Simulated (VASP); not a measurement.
# Li3Tm (Pm-3m) in VASP: notebook

Li3Tm is run at these levels: PBE; tasks: single point, relaxation of cell and atoms.

All numbers are computed with VASP 6.6.1; they aren't measurements. Logs are shortened: lines on timing, memory, paths and dates and some standing lists are left out, and cuts for length are marked.

### Step 1. The cell of the first run

It takes space group Pm-3m (No. 221, cubic). The conventional cell has a = 4.135 Å, b = 4.135 Å, c = 4.135 Å, α = 90.00°, β = 90.00°, γ = 90.00°. Within 3.9 Å of Li (site symmetry 4/mmm) lie 8 Li at 2.92 Å and 4 Tm at 2.92 Å. Within 3.9 Å of Tm (site symmetry m-3m) lie 12 Li at 2.92 Å.

The cell was generated, and may not be a known phase.

### Step 2. Single point, PBE

Input file INCAR:

```
SYSTEM = Li3Tm
PREC = Accurate
ENCUT = 750
EDIFF = 1E-6
ISMEAR = 0
SIGMA = 0.1
LREAL = .False.
LASPH = .True.
NELM = 200
ALGO = Normal
ISIF = 2
LWAVE = .False.
LCHARG = .False.
GGA = PE
NBANDS = 17
GGA_COMPAT = .False.
LMAXMIX = 6
```

Input file KPOINTS:

```
regular mesh
0
Gamma
  4 4 4
  0 0 0
```

Input file POSCAR:

```
Li3Tm
1.0
    4.1346348400      0.0000000000      0.0000000000
    0.0000000000      4.1346348400      0.0000000000
    0.0000000000      0.0000000000      4.1346348400
Li Tm
3 1
Direct
    0.5000000000      0.0000000000      0.5000000000
    0.0000000000      0.5000000000      0.5000000000
    0.5000000000      0.5000000000      0.0000000000
    0.0000000000      0.0000000000      0.0000000000
```

Potentials or basis: VASP PAW PBE potentials, release 64 (Li_sv, Tm_3), 4f in core.

Started as:

```sh
$ cat potpaw_PBE.64/Li_sv/POTCAR potpaw_PBE.64/Tm_3/POTCAR > POTCAR
$ mpirun -np 1 vasp_std > vasp.out
```

OUTCAR:

```text
SYSTEM = Li3Tm
   PREC = Accurate
   ENCUT = 750
   EDIFF = 1E-6
   ISMEAR = 0
   LREAL = .False.
   LASPH = .True.
   NELM = 200
   ISIF = 2
   GGA = PE

 ion  position               nearest neighbor table
   1  0.500  0.000  0.500-   4 2.92   4 2.92   4 2.92   4 2.92
   2  0.000  0.500  0.500-   4 2.92   4 2.92   4 2.92   4 2.92
   3  0.500  0.500  0.000-   4 2.92   4 2.92   4 2.92   4 2.92
   4  0.000  0.000  0.000-   1 2.92   2 2.92   3 2.92   1 2.92   2 2.92   2 2.92   3 2.92   2 2.92
                             1 2.92   3 2.92   1 2.92   3 2.92

  LATTYP: Found a simple cubic cell.
 ALAT       =     4.1346348400

  Lattice vectors:

 A1 = (   4.1346348400,   0.0000000000,   0.0000000000)
 A2 = (   0.0000000000,   4.1346348400,   0.0000000000)
 A3 = (   0.0000000000,   0.0000000000,   4.1346348400)

Analysis of symmetry for initial positions (statically):
=====================================================================
 Subroutine PRICEL returns:
 Original cell was already a primitive cell.

 Routine SETGRP: Setting up the symmetry group for a
 simple cubic supercell.

 Subroutine GETGRP returns: Found 48 space group operations
 (whereof 48 operations were pure point group operations)
 out of a pool of 48 trial point group operations.

The static configuration has the point symmetry O_h .

Analysis of symmetry for dynamics (positions and initial velocities):
=====================================================================
 Subroutine PRICEL returns:
 Original cell was already a primitive cell.

 Routine SETGRP: Setting up the symmetry group for a
 simple cubic supercell.

 Subroutine GETGRP returns: Found 48 space group operations
 (whereof 48 operations were pure point group operations)
 out of a pool of 48 trial point group operations.

The dynamic configuration has the point symmetry O_h .

 Subroutine INISYM returns: Found 48 space group operations
 (whereof 48 operations are pure point group operations),
 and found     1 'primitive' translations

----------------------------------------------------------------------------------------

                                     Primitive cell

  volume of cell :      70.6824

  direct lattice vectors                    reciprocal lattice vectors
     4.134634840  0.000000000  0.000000000     0.241859327  0.000000000  0.000000000
     0.000000000  4.134634840  0.000000000     0.000000000  0.241859327  0.000000000
     0.000000000  0.000000000  4.134634840     0.000000000  0.000000000  0.241859327

  length of vectors
     4.134634840  4.134634840  4.134634840     0.241859327  0.241859327  0.241859327

  position of ions in fractional coordinates (direct lattice)
     0.500000000  0.000000000  0.500000000
     0.000000000  0.500000000  0.500000000
     0.500000000  0.500000000  0.000000000
     0.000000000  0.000000000  0.000000000

  ion indices of the primitive-cell ions
   primitive index   ion index
                 1           1
                 2           2
                 3           3
                 4           4

----------------------------------------------------------------------------------------

 KPOINTS: regular mesh

Automatic generation of k-mesh.
 Grid dimensions read from file:
 generate k-points for:    4    4    4

 Generating k-lattice:

  Cartesian coordinates                     Fractional coordinates (reciprocal lattice)
     0.060464832  0.000000000  0.000000000     0.250000000  0.000000000  0.000000000
     0.000000000  0.060464832  0.000000000     0.000000000  0.250000000  0.000000000
     0.000000000  0.000000000  0.060464832     0.000000000  0.000000000  0.250000000

  Length of vectors
     0.060464832  0.060464832  0.060464832

  Shift w.r.t. Gamma in fractional coordinates (k-lattice)
     0.000000000  0.000000000  0.000000000

 Subroutine IBZKPT returns following result:
 ===========================================

 Found     10 irreducible k-points:

 Following reciprocal coordinates:
            Coordinates               Weight
  0.000000  0.000000  0.000000      1.000000
  0.250000  0.000000  0.000000      6.000000
  0.500000  0.000000  0.000000      3.000000
  0.250000  0.250000  0.000000     12.000000
  0.500000  0.250000  0.000000     12.000000
  0.500000  0.500000  0.000000      3.000000
  0.250000  0.250000  0.250000      8.000000
  0.500000  0.250000  0.250000     12.000000
  0.500000  0.500000  0.250000      6.000000
  0.500000  0.500000  0.500000      1.000000
   k-points           NKPTS =     10   k-points in BZ     NKDIM =     10   number of bands    NBANDS=     17
   number of dos      NEDOS =    301   number of ions     NIONS =      4
   total plane-waves  NPLWV =  64000
   dimension x,y,z NGX =    40 NGY =   40 NGZ =   40
   dimension x,y,z NGXF=    80 NGYF=   80 NGZF=   80
   ions per type =               3   1
   NGX,Y,Z   is equivalent  to a cutoff of  16.08, 16.08, 16.08 a.u.
   NGXF,Y,Z  is equivalent  to a cutoff of  32.17, 32.17, 32.17 a.u.
 SYSTEM =  Li3Tm
   PREC   = accura    normal or accurate (medium, high low for compatibility)
   ISTART =      0    job   : 0-new  1-cont  2-samecut
   ICHARG =      2    charge: 1-file 2-atom 10-const
   ISPIN  =      1    spin polarized calculation?
   LNONCOLLINEAR =      F non collinear calculations
   LSORBIT =      F    spin-orbit coupling
   LASPH  =      T    aspherical Exc in radial PAW
   ENCUT  =  750.0 eV  55.12 Ry    7.42 a.u.   9.23  9.23  9.23*2*pi/ulx,y,z
   NELM   =    200;   NELMIN=  2; NELMDL= -5     # of ELM steps
   EDIFF  = 0.1E-05   stopping-criterion for ELM
   LREAL  =      F    real-space projection
   EDIFFG = 0.1E-04   stopping-criterion for IOM
   NSW    =      0    number of steps for IOM
   IBRION =     -1    ionic relax: 0-MD 1-quasi-New 2-CG
   NFREE  =      0    steps in history (QN), initial steepest desc. (CG)
   ISIF   =      2    stress and relaxation
   ISYM   =      2    0-nonsym 1-usesym 2-fastsym
   POTIM  = 0.5000    time-step for ionic-motion
   TEBEG  =    0.0;   TEEND  =   0.0 temperature during run
   PSTRESS=    0.0 pullay stress
   NELECT =      18.0000    total number of electrons
   NUPDOWN=      -1.0000    fix difference up-down
   EMIN   =  10.00;   EMAX   =-10.00  energy-range for DOS
   EFERMI =   0.00;   METHOD = LEGACY
   ISMEAR =     0;   SIGMA  =   0.10  broadening in eV -4-tet -1-fermi 0-gaus
   EFERMI_NEDOS =   21; number of points for ismear=-14 and -15
   IALGO  =     38    algorithm
   IMIX   =      4    mixing-type and parameters
     AMIX     =   0.40;   BMIX     =  1.00
     AMIX_MAG =   1.60;   BMIX_MAG =  1.00
  volume/ion in A,a.u.               =      17.67       119.25
  Fermi-wavevector in a.u.,A,eV,Ry     =   1.037676  1.960924 14.650370  1.076772
  Thomas-Fermi vector in A             =   2.172125
   LORBIT       =      0    0 simple, 1 ext, 2 COOP (PROOUT), +10 PAW based schemes
   GGA     = PE    functional components
   LHFCALC =     F    Hartree Fock is set to
   AEXX    =    0.0000 exact exchange contribution
   IVDW    =     0    specifies the selected vdW correction
   LEPSILON=     F    determine dielectric tensor
   LRPA    =     F    only Hartree local field effects (RPA)
 non-spin polarized calculation
 Gauss-broadening in eV      SIGMA  =   0.10
  energy-cutoff  :      750.00
  volume of cell :       70.68
 maximum number of plane-waves:      3328
 NGX is ok and might be reduce to    40
   NGX = 19   NGY = 19   NGZ = 19

 number of electron      17.9999991 magnetization

 Free energy of the ion-electron system (eV)
  ---------------------------------------------------
  ext. energy  EPLUGINS =         0.00000000
  ---------------------------------------------------
  free energy    TOTEN  =        -8.55145504 eV

  energy without entropy =       -8.51847282  energy(sigma->0) =       -8.53496393

 E-fermi :   2.3077     XC(G=0):  -8.8552

 val. band max:        2.2889983320   @ k =   0.2500   0.0000   0.0000
 cond. band min:       2.3255871988   @ k =   0.5000   0.5000   0.5000
 fundamental gap:      0.0365888668
 Fermi energy:         2.3077470677

 k-point     1 :       0.0000    0.0000    0.0000
  band No.  band energies     occupation
      1     -43.3813      2.00000
      2     -43.3486      2.00000
      3     -43.3486      2.00000
      4     -23.2815      2.00000
      5     -23.2815      2.00000
      6     -23.2815      2.00000
[... 9 lines left out ...]
     16       7.7976      0.00000
     17      10.2522      0.00000

 k-point     2 :       0.2500    0.0000    0.0000
  band No.  band energies     occupation
      1     -43.3772      2.00000
      2     -43.3527      2.00000
      3     -43.3485      2.00000
      4     -23.3068      2.00000
      5     -23.2788      2.00000
      6     -23.2788      2.00000
[... 9 lines left out ...]
     16       9.1943      0.00000
     17      10.6213      0.00000

 k-point     3 :       0.5000    0.0000    0.0000
  band No.  band energies     occupation
      1     -43.3706      2.00000
      2     -43.3594      2.00000
      3     -43.3484      2.00000
      4     -23.3320      2.00000
      5     -23.2762      2.00000
      6     -23.2762      2.00000
[... 9 lines left out ...]
     16       7.6967      0.00000
     17      10.1378      0.00000

 k-point     4 :       0.2500    0.2500    0.0000
  band No.  band energies     occupation
      1     -43.3735      2.00000
      2     -43.3540      2.00000
      3     -43.3509      2.00000
      4     -23.3055      2.00000
      5     -23.3043      2.00000
      6     -23.2762      2.00000
[... 9 lines left out ...]
     16       8.9421      0.00000
     17      10.6415      0.00000

 k-point     5 :       0.5000    0.2500    0.0000
  band No.  band energies     occupation
      1     -43.3673      2.00000
      2     -43.3594      2.00000
      3     -43.3516      2.00000
      4     -23.3307      2.00000
      5     -23.3029      2.00000
      6     -23.2736      2.00000
[... 9 lines left out ...]
     16       8.9457      0.00000
     17       9.3411      0.00000

 k-point     6 :       0.5000    0.5000    0.0000
  band No.  band energies     occupation
      1     -43.3594      2.00000
      2     -43.3594      2.00000
      3     -43.3593      2.00000
      4     -23.3294      2.00000
      5     -23.3294      2.00000
      6     -23.2711      2.00000
[... 9 lines left out ...]
     16       7.8849      0.00000
     17      10.5672      0.00000

 k-point     7 :       0.2500    0.2500    0.2500
  band No.  band energies     occupation
      1     -43.3704      2.00000
      2     -43.3539      2.00000
      3     -43.3539      2.00000
      4     -23.3036      2.00000
      5     -23.3036      2.00000
      6     -23.3017      2.00000
[... 9 lines left out ...]
     16       8.3855      0.00000
     17      11.1544      0.00000

 k-point     8 :       0.5000    0.2500    0.2500
  band No.  band energies     occupation
      1     -43.3649      2.00000
      2     -43.3593      2.00000
      3     -43.3538      2.00000
      4     -23.3295      2.00000
      5     -23.3017      2.00000
      6     -23.3004      2.00000
[... 9 lines left out ...]
     16       8.2792      0.00000
     17      10.4448      0.00000

 k-point     9 :       0.5000    0.5000    0.2500
  band No.  band energies     occupation
      1     -43.3593      2.00000
      2     -43.3593      2.00000
      3     -43.3592      2.00000
      4     -23.3282      2.00000
      5     -23.3282      2.00000
      6     -23.2992      2.00000
[... 9 lines left out ...]
     16       8.7672      0.00000
     17      10.3360      0.00000

 k-point    10 :       0.5000    0.5000    0.5000
  band No.  band energies     occupation
      1     -43.3591      2.00000
      2     -43.3591      2.00000
      3     -43.3591      2.00000
      4     -23.3270      2.00000
      5     -23.3270      2.00000
      6     -23.3270      2.00000
[... 9 lines left out ...]
     16       6.5856      0.00000
     17      11.5731      0.00000

------------------------ aborting loop because EDIFF is reached ----------------------------------------

  FORCE on cell =-STRESS in cart. coord.  units (eV):
  Direction    XX          YY          ZZ          XY          YZ          ZX
  --------------------------------------------------------------------------------------
  -------------------------------------------------------------------------------------
  Total        4.4784961      4.4784961      4.4784961     -0.0000000      0.0000000      0.0000000
  in kB      101.5152531    101.5152531    101.5152531     -0.0000000      0.0000000      0.0000000
  external PRESSURE =     101.5152531 kB  Pullay stress =       0.0000000 kB

 VOLUME and BASIS-vectors are now :
 -----------------------------------------------------------------------------
  energy-cutoff  :      750.00
  volume of cell :       70.68
      direct lattice vectors                 reciprocal lattice vectors
     4.134634840  0.000000000  0.000000000     0.241859327  0.000000000  0.000000000
     0.000000000  4.134634840  0.000000000     0.000000000  0.241859327  0.000000000
     0.000000000  0.000000000  4.134634840     0.000000000  0.000000000  0.241859327

 POSITION                                       TOTAL-FORCE (eV/Angst)
 -----------------------------------------------------------------------------------
      2.06732      0.00000      2.06732         0.000000      0.000000      0.000000
      0.00000      2.06732      2.06732         0.000000      0.000000      0.000000
      2.06732      2.06732      0.00000         0.000000      0.000000      0.000000
      0.00000      0.00000      0.00000         0.000000      0.000000      0.000000
 -----------------------------------------------------------------------------------
    total drift:                                0.000000      0.000000     -0.000000

  FREE ENERGIE OF THE ION-ELECTRON SYSTEM (eV)
  ---------------------------------------------------
  free  energy   TOTEN  =        -8.5514550355 eV

  energy  without entropy=       -8.5184728152  energy(sigma->0) =       -8.53496393
```

It took 11 s on 1 thread of AMD EPYC 9R45 (Zen 5), shared host; peak memory 0.21 GiB.

What came out:

| Quantity | Value |
| --- | --- |
| Free energy | -8.5515 eV |
| Pressure | 10.2 GPa |
| Band gap on the k mesh | zero (bands 9 and 10 overlap by 0.23 eV) |

Levels at points of the mesh, in eV from the Fermi level:
```tsv
k point	band 5	band 6	band 7	band 8	band 9	band 10	band 11	band 12	band 13	band 14
(0.00, 0.00, 0.00)	-25.59	-25.59	-4.69	0.08	0.08	2.01	2.01	2.01	3.05	3.05
(0.50, 0.00, 0.00)	-25.58	-25.58	-3.40	-1.88	-0.12	0.64	0.64	3.26	3.73	4.72
(0.50, 0.50, 0.00)	-25.64	-25.58	-2.20	-1.77	-0.11	-0.11	1.28	1.28	3.64	4.06
(0.50, 0.50, 0.50)	-25.63	-25.63	-0.10	0.02	0.02	0.02	0.44	0.44	0.44	3.05
```

Caveat: the k points lie up to 0.38 Å⁻¹ apart; spin-orbit coupling is left out, which moves the levels of the heavy elements; the 4f electrons are frozen in the core, so they carry no moment and show no levels.

### Step 3. Single point, PBE

This run uses another cell than the first one, of 23.47 Å³/atom.

Input file INCAR:

```
PREC     = Accurate       # precision mode
ENCUT    = 750            # plane-wave cutoff, eV
EDIFF    = 1E-6           # SCF threshold, eV
ISMEAR   = 0              # smearing method
SIGMA    = 0.1            # smearing width, eV
LREAL    = F              # projectors in reciprocal space
LASPH    = T              # aspherical terms in the spheres
NELM     = 200            # most SCF steps
ALGO     = Normal         # electronic algorithm
ISIF     = 2              # what is computed and relaxed
LWAVE    = F              # write WAVECAR
LCHARG   = F              # write CHGCAR
GGA      = PE             # functional
NBANDS   = 17             # bands
GGA_COMPAT= F            
LMAXMIX  = 6              # l up to which the mixer works
```

Input file KPOINTS:

```
regular mesh
0
Gamma
  4 4 4
```

Input file POSCAR:

```
Li3Tm
1.0
    4.5447974661      0.0000000000      0.0000000000
    0.0000000000      4.5447974661      0.0000000000
    0.0000000000      0.0000000000      4.5447974661
Li Tm
3 1
Direct
    0.5000000000      0.0000000000      0.5000000000
    0.0000000000      0.5000000000      0.5000000000
    0.5000000000      0.5000000000      0.0000000000
    0.0000000000      0.0000000000      0.0000000000
```

Potentials or basis: VASP PAW PBE potentials, release 64 (Li_sv, Tm_3), 4f in core.

Started as:

```sh
$ cat potpaw_PBE.64/Li_sv/POTCAR potpaw_PBE.64/Tm_3/POTCAR > POTCAR
$ mpirun -np 1 vasp_std > vasp.out
```

Wall time 14 s (1 thread of AMD EPYC 9R45 (Zen 5), shared host); peak memory 0.22 GiB.

The run converged. Its results:

* Free energy: -9.1914 eV
* Pressure: 0.2 GPa
* Band gap on the k mesh: zero (bands 9 and 10 overlap by 0.60 eV)

Levels at points of the mesh, in eV from the Fermi level:
```csv
k point,band 5,band 6,band 7,band 8,band 9,band 10,band 11,band 12,band 13,band 14
"(0.00, 0.00, 0.00)",-26.41,-26.41,-4.31,0.12,0.12,1.61,1.61,1.61,2.30,2.30
"(0.50, 0.00, 0.00)",-26.41,-26.41,-3.18,-1.88,0.05,0.61,0.61,2.43,2.70,3.73
"(0.50, 0.50, 0.00)",-26.42,-26.41,-2.03,-1.41,-0.47,-0.47,1.07,1.07,2.46,2.99
"(0.50, 0.50, 0.50)",-26.42,-26.42,-0.08,-0.08,-0.08,0.14,0.14,0.14,0.18,1.38
```

Caveat: spin-orbit coupling is left out, which moves the levels of the heavy elements; the 4f electrons are frozen in the core, so they carry no moment and show no levels. Spin polarisation is off, so any magnetic state and its effect on volume and gap are missing.

(Continued in part 2 of 3.)

The gap in the log of VASP goes by the Fermi energy; the results here count the filled bands.